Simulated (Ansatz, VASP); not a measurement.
# One calculation of KCdI3, two programs

```
K Cd I
1.0
     5.93699    0.05937    0.00000
     0.05937    5.93699    0.00000
     0.00000    0.00000    5.93699
K Cd I
1 1 3
Cartesian
  0.0000 0.0000 0.0000
  2.9982 2.9982 2.9685
  2.9982 2.9982 0.0000
  2.9685 0.0297 2.9685
  0.0297 2.9685 2.9685
```

Change from the starting cell: shear_xy strain +2.0%.

Alike in both runs: task single point; functional r2SCAN; k mesh 4 × 4 × 4; occupations fermi-dirac, width 0.02 eV; no spin polarisation.

|  | VASP | Ansatz |
| --- | --- | --- |
| version | VASP 6.6.1 | Ansatz 0.2.0 |
| potentials or method | VASP PAW PBE potentials, release 64 (K_sv, Cd, I) | plane waves, PAW |
| plane-wave cutoff (eV) | 520 | 500 |
| valence electrons in the cell | 42 | 80 |

|  | VASP | Ansatz | Ansatz less VASP |
| --- | --- | --- | --- |
| pressure (GPa) | 0.1 | 0.0 | -0.06 |
| traceless stress, the component that is largest in VASP (GPa) | -0.17 | -0.17 | -0.001 |

VASP's potentials were made for PBE, not for r2SCAN. VASP's potentials hold 42 valence electrons a cell and Ansatz's 80, so a difference there can come from the potentials and not from the codes.

Neither program's run includes spin-orbit coupling.
